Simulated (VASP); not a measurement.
# HgS (F-43m) in VASP: a series of runs

Aim: see how the results for HgS move with the level of theory and the settings. Levels: HSE06, PBE0. Tasks: single point.

All numbers are computed with VASP 6.6.1; they aren't measurements. Logs are shortened: lines on timing, memory, paths and dates and some standing lists are left out, and cuts for length are marked.

## 1. The cell of the first run

Symmetry: F-43m, No. 216, cubic system. Conventional cell: a = 5.930 Å, b = 5.930 Å, c = 5.930 Å, α = 90.00°, β = 90.00°, γ = 90.00°. Within 3.4 Å of Hg (site symmetry -43m) lie 4 S at 2.57 Å. S (site symmetry -43m) has 4 Hg at 2.57 Å within 3.4 Å.

## 2. Single point, HSE06, non-collinear spin, zero start, spin-orbit coupling

Contents of POSCAR:

```
HgS
1.0
    0.0000000000      2.9651871438      2.9651871438
    2.9651871438      0.0000000000      2.9651871438
    2.9651871438      2.9651871438      0.0000000000
Hg S
1 1
Direct
    0.0000000000      0.0000000000      0.0000000000
    0.2500000000      0.2500000000      0.2500000000
```

Contents of INCAR.step1:

```
SYSTEM = HgS
  ALGO = Normal
  EDIFF = 1E-5
  ENCUT = 400
  GGA = PE
  GGA_COMPAT = .FALSE.
  ISIF = 2
  ISMEAR = -1
  LASPH = .TRUE.
  LCHARG = .FALSE.
  LORBIT = 11
  LORBMOM = .TRUE.
  LREAL = .FALSE.
  LSORBIT = .TRUE.
  LWAVE = .TRUE.
  MAGMOM = 0 0 0 0 0 0
  NBANDS = 30
  NELM = 200
  PREC = Accurate
  SIGMA = 0.02
```

Contents of INCAR.step2:

```
SYSTEM = HgS
  ALGO = Normal
  EDIFF = 1E-6
  ENCUT = 400
  GGA = PE
  GGA_COMPAT = .FALSE.
  HFSCREEN = 0.2079
  ISIF = 2
  ISMEAR = -1
  ISTART = 1
  LASPH = .TRUE.
  LCHARG = .FALSE.
  LHFCALC = .TRUE.
  LORBIT = 11
  LORBMOM = .TRUE.
  LREAL = .FALSE.
  LSORBIT = .TRUE.
  LWAVE = .FALSE.
  MAGMOM = 0 0 0 0 0 0
  NBANDS = 30
  NELM = 200
  PREC = Accurate
  PRECFOCK = Normal
  SIGMA = 0.02
```

Contents of KPOINTS:

```
k-points
0
G
  4 4 4
  0 0 0
```

Potentials or basis: VASP PAW PBE potentials, release 64 (Hg, S).

On the command line:

```console
cat potpaw_PBE.64/Hg/POTCAR potpaw_PBE.64/S/POTCAR > POTCAR
cp INCAR.step1 INCAR
mpirun -np 1 vasp_ncl > vasp.out
cp INCAR.step2 INCAR
mpirun -np 1 vasp_ncl > vasp.out
```

OUTCAR:

```text
SYSTEM = HgS
   EDIFF = 1E-6
   ENCUT = 400
   GGA = PE
   HFSCREEN = 0.2079
   ISIF = 2
   ISMEAR = -1
   ISTART = 1
   LASPH = .TRUE.
   LHFCALC = .TRUE.
   LORBIT = 11
   LREAL = .FALSE.
   LSORBIT = .TRUE.
   NELM = 200
   PREC = Accurate
   PRECFOCK = Normal

 ion  position               nearest neighbor table
   1  0.000  0.000  0.000-   2 2.57   2 2.57   2 2.57   2 2.57
   2  0.250  0.250  0.250-   1 2.57   1 2.57   1 2.57   1 2.57

  LATTYP: Found a face centered cubic cell.
 ALAT       =     5.9303742876

  Lattice vectors:

 A1 = (   0.0000000000,   2.9651871438,   2.9651871438)
 A2 = (   2.9651871438,   0.0000000000,   2.9651871438)
 A3 = (   2.9651871438,   2.9651871438,   0.0000000000)

Analysis of symmetry for initial positions (statically):
=====================================================================
 Subroutine PRICEL returns:
 Original cell was already a primitive cell.

 Routine SETGRP: Setting up the symmetry group for a
 face centered cubic supercell.

 Subroutine GETGRP returns: Found 24 space group operations
 (whereof 24 operations were pure point group operations)
 out of a pool of 48 trial point group operations.

The static configuration has the point symmetry T_d .

Analysis of symmetry for dynamics (positions and initial velocities):
=====================================================================
 Subroutine PRICEL returns:
 Original cell was already a primitive cell.

 Routine SETGRP: Setting up the symmetry group for a
 face centered cubic supercell.

 Subroutine GETGRP returns: Found 24 space group operations
 (whereof 24 operations were pure point group operations)
 out of a pool of 48 trial point group operations.

The dynamic configuration has the point symmetry T_d .

Analysis of structural, dynamic, and magnetic symmetry:
=====================================================================
 Subroutine PRICEL returns:
 Original cell was already a primitive cell.

 Routine SETGRP: Setting up the symmetry group for a
 face centered cubic supercell.

 Subroutine GETGRP returns: Found 24 space group operations
 (whereof 24 operations were pure point group operations)
 out of a pool of 48 trial point group operations.

The overall configuration has the point symmetry T_d .

 Subroutine INISYM returns: Found 24 space group operations
 (whereof 24 operations are pure point group operations),
 and found     1 'primitive' translations

----------------------------------------------------------------------------------------

                                     Primitive cell

  volume of cell :      52.1418

  direct lattice vectors                    reciprocal lattice vectors
     0.000000000  2.965187144  2.965187144    -0.168623421  0.168623421  0.168623421
     2.965187144  0.000000000  2.965187144     0.168623421 -0.168623421  0.168623421
     2.965187144  2.965187144  0.000000000     0.168623421  0.168623421 -0.168623421

  length of vectors
     4.193407874  4.193407874  4.193407874     0.292064332  0.292064332  0.292064332

  position of ions in fractional coordinates (direct lattice)
     0.000000000  0.000000000  0.000000000
     0.250000000  0.250000000  0.250000000

  ion indices of the primitive-cell ions
   primitive index   ion index
                 1           1
                 2           2

----------------------------------------------------------------------------------------

 KPOINTS: k-points

Automatic generation of k-mesh.
 Grid dimensions read from file:
 generate k-points for:    4    4    4

 Generating k-lattice:

  Cartesian coordinates                     Fractional coordinates (reciprocal lattice)
    -0.042155855  0.042155855  0.042155855     0.250000000  0.000000000  0.000000000
     0.042155855 -0.042155855  0.042155855     0.000000000  0.250000000  0.000000000
     0.042155855  0.042155855 -0.042155855     0.000000000  0.000000000  0.250000000

  Length of vectors
     0.073016083  0.073016083  0.073016083

  Shift w.r.t. Gamma in fractional coordinates (k-lattice)
     0.000000000  0.000000000  0.000000000

 Subroutine IBZKPT returns following result:
 ===========================================

 Found     10 irreducible k-points:

 Following reciprocal coordinates:
            Coordinates               Weight
  0.000000  0.000000  0.000000      1.000000
  0.250000  0.000000  0.000000      4.000000
 -0.250000  0.000000  0.000000      4.000000
  0.500000  0.000000  0.000000      4.000000
  0.250000  0.250000  0.000000      6.000000
[... 42 lines left out ...]
     AMIX     =   0.40;   BMIX     =  1.00
     AMIX_MAG =   1.60;   BMIX_MAG =  1.00
  volume/ion in A,a.u.               =      26.07       175.94
  Fermi-wavevector in a.u.,A,eV,Ry     =   1.148427  2.170213 17.944528  1.318886
  Thomas-Fermi vector in A             =   2.285102
   LORBIT       =     11    0 simple, 1 ext, 2 COOP (PROOUT), +10 PAW based schemes
   GGA     = PE    functional components
   LHFCALC =     T    Hartree Fock is set to
   PRECFOCK=normal    Normal, Fast or Accurate (Low or Medium for compatibility)
   ENCUT4O =  -1.0   cutoff for four orbital integrals eV
   NKREDX  =     1    reduce k-point grid by
   NKREDY  =     1    reduce k-point grid by
   NKREDZ  =     1    reduce k-point grid by
   AEXX    =    0.2500 exact exchange contribution
   HFSCREEN=    0.2079 screening length (either q_TF or 0.3 A-1)
   HFSCREENC=   0.2079 screening length for correlation (either q_TF or 0.3 A-1)
   ENCUTFOCK=  -1.0 apply spherical cutoff to Coloumb kernel
   IVDW    =     0    specifies the selected vdW correction
   LEPSILON=     F    determine dielectric tensor
   LRPA    =     F    only Hartree local field effects (RPA)
  energy-cutoff  :      400.00
  volume of cell :       52.14
 maximum number of plane-waves:      1920
  NGX = 24; NGY = 24; NGZ = 24

 number of electron      17.9999999 magnetization      -0.0000000     -0.0000000     -0.0000001

 number of electron      17.9999999 magnetization       0.0000000      0.0000000      0.0000000

 Free energy of the ion-electron system (eV)
  ---------------------------------------------------
  ext. energy  EPLUGINS =         0.00000000
  ---------------------------------------------------
  free energy    TOTEN  =        -6.11183887 eV

  energy without entropy =       -6.11183614  energy(sigma->0) =       -6.11183751

 E-fermi :   1.3812     XC(G=0):  -7.5548

 val. band max:        1.2125951934   @ k =   0.0000   0.0000   0.0000
 cond. band min:       1.5487875154   @ k =   0.0000   0.0000   0.0000
 fundamental gap:      0.3361923221
 Fermi energy:         1.3812378384

 k-point     1 :       0.0000    0.0000    0.0000
  band No.  band energies     occupation
      1     -13.0685      1.00000
      2     -13.0685      1.00000
      3      -7.4782      1.00000
      4      -7.4782      1.00000
      5      -7.4781      1.00000
      6      -7.4781      1.00000
[... 319 lines left out ...]
     29      15.1447      0.00000
     30      15.2224      0.00000

------------------------ aborting loop because EDIFF is reached ----------------------------------------

  FORCE on cell =-STRESS in cart. coord.  units (eV):
  Direction    XX          YY          ZZ          XY          YZ          ZX
  --------------------------------------------------------------------------------------
  -------------------------------------------------------------------------------------
  Total       -0.0939066     -0.0939066     -0.0939066     -0.0000000      0.0000000      0.0000000
  in kB       -2.8854942     -2.8854942     -2.8854942     -0.0000000      0.0000000      0.0000000
  external PRESSURE =      -2.8854942 kB  Pullay stress =       0.0000000 kB

 VOLUME and BASIS-vectors are now :
 -----------------------------------------------------------------------------
  energy-cutoff  :      400.00
  volume of cell :       52.14
      direct lattice vectors                 reciprocal lattice vectors
     0.000000000  2.965187144  2.965187144    -0.168623421  0.168623421  0.168623421
     2.965187144  0.000000000  2.965187144     0.168623421 -0.168623421  0.168623421
     2.965187144  2.965187144  0.000000000     0.168623421  0.168623421 -0.168623421

 POSITION                                       TOTAL-FORCE (eV/Angst)
 -----------------------------------------------------------------------------------
      0.00000      0.00000      0.00000        -0.000000     -0.000000     -0.000000
      1.48259      1.48259      1.48259         0.000000      0.000000      0.000000
 -----------------------------------------------------------------------------------
    total drift:                                0.000004      0.000007     -0.000002

  FREE ENERGIE OF THE ION-ELECTRON SYSTEM (eV)
  ---------------------------------------------------
  free  energy   TOTEN  =        -6.1118388737 eV

  energy  without entropy=       -6.1118361433  energy(sigma->0) =       -6.11183751

 orbital moment (x)

 # of ion     p       d       tot
 ----------------------------------------
  1        -0.000   0.000   0.000
  2        -0.000   0.000  -0.000
 ----------------------------------------
           -0.000   0.000   0.000

 orbital moment (y)

 # of ion     p       d       tot
 ----------------------------------------
  1        -0.000   0.000   0.000
  2        -0.000   0.000  -0.000
 ----------------------------------------
           -0.000   0.000  -0.000

 orbital moment (z)

 # of ion     p       d       tot
 ----------------------------------------
  1        -0.000   0.000   0.000
  2        -0.000   0.000  -0.000
 ----------------------------------------
           -0.000   0.000   0.000

 Spin-Orbit-Coupling matrix elements

 Ion:    1  E_soc:     -0.5377416
 l=   1
     0.0000000    -0.0241338    -0.0241337
    -0.0241338     0.0000000    -0.0241339
    -0.0241337    -0.0241339     0.0000000
 l=   2
     0.0000000    -0.0135885     0.0000000    -0.0135885    -0.0519014
    -0.0135885     0.0000000    -0.0389260    -0.0135885    -0.0129753
     0.0000000    -0.0389260     0.0000000    -0.0389259     0.0000000
    -0.0135885    -0.0135885    -0.0389259     0.0000000    -0.0129753
    -0.0519014    -0.0129753     0.0000000    -0.0129753     0.0000000
 l=   3
     0.0000000     0.0000000     0.0000000     0.0000000     0.0000000     0.0000000     0.0000000
     0.0000000     0.0000000     0.0000000     0.0000000     0.0000000     0.0000000     0.0000000
     0.0000000     0.0000000     0.0000000     0.0000000     0.0000000     0.0000000     0.0000000
     0.0000000     0.0000000     0.0000000     0.0000000     0.0000000     0.0000000     0.0000000
     0.0000000     0.0000000     0.0000000     0.0000000     0.0000000     0.0000000     0.0000000
     0.0000000     0.0000000     0.0000000     0.0000000     0.0000000     0.0000000     0.0000000
     0.0000000     0.0000000     0.0000000     0.0000000     0.0000000     0.0000000     0.0000000

 Ion:    2  E_soc:     -0.0025276
 l=   1
     0.0000000    -0.0004213    -0.0004213
    -0.0004213     0.0000000    -0.0004213
    -0.0004213    -0.0004213     0.0000000
 l=   2
     0.0000000     0.0000000     0.0000000     0.0000000     0.0000000
     0.0000000     0.0000000     0.0000000     0.0000000     0.0000000
     0.0000000     0.0000000     0.0000000     0.0000000     0.0000000
     0.0000000     0.0000000     0.0000000     0.0000000     0.0000000
     0.0000000     0.0000000     0.0000000     0.0000000     0.0000000
 l=   3
     0.0000000     0.0000000     0.0000000     0.0000000     0.0000000     0.0000000     0.0000000
     0.0000000     0.0000000     0.0000000     0.0000000     0.0000000     0.0000000     0.0000000
     0.0000000     0.0000000     0.0000000     0.0000000     0.0000000     0.0000000     0.0000000
     0.0000000     0.0000000     0.0000000     0.0000000     0.0000000     0.0000000     0.0000000
     0.0000000     0.0000000     0.0000000     0.0000000     0.0000000     0.0000000     0.0000000
     0.0000000     0.0000000     0.0000000     0.0000000     0.0000000     0.0000000     0.0000000
     0.0000000     0.0000000     0.0000000     0.0000000     0.0000000     0.0000000     0.0000000

 total charge

# of ion       s       p       d       tot
------------------------------------------
    1        0.616   0.406   9.446  10.469
    2        1.324   2.349   0.000   3.672
--------------------------------------------------
tot          1.940   2.754   9.446  14.141

 magnetization (x)

# of ion       s       p       d       tot
------------------------------------------
    1        0.000   0.000   0.000   0.000
    2        0.000  -0.000   0.000   0.000
--------------------------------------------------
tot          0.000   0.000   0.000   0.000

 magnetization (y)

# of ion       s       p       d       tot
------------------------------------------
    1        0.000   0.000   0.000   0.000
    2        0.000  -0.000   0.000  -0.000
--------------------------------------------------
tot          0.000   0.000   0.000   0.000

 magnetization (z)

# of ion       s       p       d       tot
------------------------------------------
    1        0.000   0.000   0.000   0.000
    2        0.000   0.000   0.000   0.000
--------------------------------------------------
tot          0.000   0.000   0.000   0.000
```

Run time: 64 min. Hardware: 1 thread of AMD EPYC 7R43 (Zen 3), shared host; peak memory 0.33 GiB.

What came out:

* Free energy: -6.1118 eV
* Pressure: -0.3 GPa
* Net moment: 0.00 μB per cell
* Valence electrons inside the program's atomic spheres: Hg 10.47; S 3.67

Moments on the atoms (μB; x, y, z):
```
Hg  0.00 0.00 0.00
S   0.00 0.00 0.00
```

Caveat: the k points lie up to 0.46 Å⁻¹ apart; the PAW data sets were made with another functional, which shifts forces and pressure a little.

## 3. Single point, PBE0

POSCAR is that of step 2.

Contents of INCAR.step1:

```
  ALGO = Normal
  EDIFF = 1E-5
  ENCUT = 400
  GGA = PE
  GGA_COMPAT = F
  ISIF = 2
  ISMEAR = 0
  LASPH = T
  LCHARG = F
  LREAL = F
  LWAVE = T
  NBANDS = 16
  NELM = 120
  PREC = Accurate
  SIGMA = 0.01
```

Contents of INCAR.step2:

```
  AEXX = 0.25
  ALGO = Normal
  EDIFF = 1E-6
  ENCUT = 400
  GGA = PE
  GGA_COMPAT = F
  ISIF = 2
  ISMEAR = 0
  ISTART = 1
  LASPH = T
  LCHARG = F
  LHFCALC = T
  LREAL = F
  LWAVE = F
  NBANDS = 16
  NELM = 120
  PREC = Accurate
  PRECFOCK = Normal
  SIGMA = 0.01
```

Contents of KPOINTS:

```
k-points
0
Gamma
  6 6 6
```

Potentials or basis: VASP PAW PBE potentials, release 64 (Hg, S).

On the command line:

```console
cat potpaw_PBE.64/Hg/POTCAR potpaw_PBE.64/S/POTCAR > POTCAR
cp INCAR.step1 INCAR
mpirun -np 1 vasp_std > vasp.out
cp INCAR.step2 INCAR
mpirun -np 1 vasp_std > vasp.out
```

OUTCAR:

```text
AEXX = 0.25
   EDIFF = 1E-6
   ENCUT = 400
   GGA = PE
   ISIF = 2
   ISMEAR = 0
   ISTART = 1
   LASPH = T
   LHFCALC = T
   LREAL = F
   NELM = 120
   PREC = Accurate
   PRECFOCK = Normal

 ion  position               nearest neighbor table
   1  0.000  0.000  0.000-   2 2.57   2 2.57   2 2.57   2 2.57
   2  0.250  0.250  0.250-   1 2.57   1 2.57   1 2.57   1 2.57

  LATTYP: Found a face centered cubic cell.
 ALAT       =     5.9303742876

[... 488 lines left out ...]
     16      15.6465      0.00000

------------------------ aborting loop because EDIFF is reached ----------------------------------------

  FORCE on cell =-STRESS in cart. coord.  units (eV):
  Direction    XX          YY          ZZ          XY          YZ          ZX
  --------------------------------------------------------------------------------------
  -------------------------------------------------------------------------------------
  Total       -0.0582087     -0.0582087     -0.0582087      0.0000000     -0.0000000     -0.0000000
  in kB       -1.7885942     -1.7885942     -1.7885942      0.0000000     -0.0000000     -0.0000000
  external PRESSURE =      -1.7885942 kB  Pullay stress =       0.0000000 kB

 VOLUME and BASIS-vectors are now :
 -----------------------------------------------------------------------------
  energy-cutoff  :      400.00
  volume of cell :       52.14
      direct lattice vectors                 reciprocal lattice vectors
     0.000000000  2.965187144  2.965187144    -0.168623421  0.168623421  0.168623421
     2.965187144  0.000000000  2.965187144     0.168623421 -0.168623421  0.168623421
     2.965187144  2.965187144  0.000000000     0.168623421  0.168623421 -0.168623421

 POSITION                                       TOTAL-FORCE (eV/Angst)
 -----------------------------------------------------------------------------------
      0.00000      0.00000      0.00000         0.000000      0.000000      0.000000
      1.48259      1.48259      1.48259        -0.000000     -0.000000     -0.000000
 -----------------------------------------------------------------------------------
    total drift:                                0.000011      0.000013      0.000010

  FREE ENERGIE OF THE ION-ELECTRON SYSTEM (eV)
  ---------------------------------------------------
  free  energy   TOTEN  =        -6.4366826727 eV

  energy  without entropy=       -6.4366826727  energy(sigma->0) =       -6.43668267
```

OUTCAR.step1:

```text
EDIFF = 1E-5
   ENCUT = 400
   GGA = PE
   ISIF = 2
   ISMEAR = 0
[... 514 lines left out ...]
 -----------------------------------------------------------------------------------
      0.00000      0.00000      0.00000         0.000000     -0.000000      0.000000
      1.48259      1.48259      1.48259        -0.000000      0.000000     -0.000000
 -----------------------------------------------------------------------------------
    total drift:                               -0.000000     -0.000000     -0.000000

  FREE ENERGIE OF THE ION-ELECTRON SYSTEM (eV)
  ---------------------------------------------------
  free  energy   TOTEN  =        -4.5383944586 eV

  energy  without entropy=       -4.5383230408  energy(sigma->0) =       -4.53835875
```

OSZICAR.step1:

```text
N       E                     dE             d eps       ncg     rms          rms(c)
DAV:   1     0.921342424358E+02    0.92134E+02   -0.75944E+03   528   0.818E+02
DAV:   2    -0.173057383253E+01   -0.93865E+02   -0.87179E+02   624   0.220E+02
DAV:   3    -0.496949350069E+01   -0.32389E+01   -0.32331E+01   672   0.419E+01
DAV:   4    -0.498818858149E+01   -0.18695E-01   -0.18694E-01   592   0.325E+00
DAV:   5    -0.498843860636E+01   -0.25002E-03   -0.25002E-03   696   0.361E-01    0.969E+00
DAV:   6    -0.454820904059E+01    0.44023E+00   -0.73925E-01   792   0.121E+01    0.757E+00
DAV:   7    -0.454040832113E+01    0.78007E-02   -0.15863E-01   568   0.279E+00    0.349E+00
DAV:   8    -0.453860034373E+01    0.18080E-02   -0.16305E-02   632   0.158E+00    0.241E-01
DAV:   9    -0.453833466588E+01    0.26568E-03   -0.19038E-03   600   0.660E-01    0.666E-02
DAV:  10    -0.453836619536E+01   -0.31529E-04   -0.19489E-04   632   0.149E-01    0.642E-02
DAV:  11    -0.453838676534E+01   -0.20570E-04   -0.30325E-05   616   0.489E-02    0.297E-02
DAV:  12    -0.453839445857E+01   -0.76932E-05   -0.11769E-05   488   0.243E-02
   1 F= -.45383945E+01 E0= -.45383587E+01  d E =-.714177E-04
```

Wall time 40 min (1 thread of Intel Xeon Platinum 8375C at 2.90GHz (Ice Lake), shared host); peak memory 0.18 GiB.

What came out:

```
Free energy            : -6.4367 eV
Pressure               : -0.2 GPa
Band gap on the k mesh : 0.99 eV
```

Caveat: the PAW data sets were made with another functional, which shifts forces and pressure a little; spin-orbit coupling is left out, which moves the levels of the heavy elements.
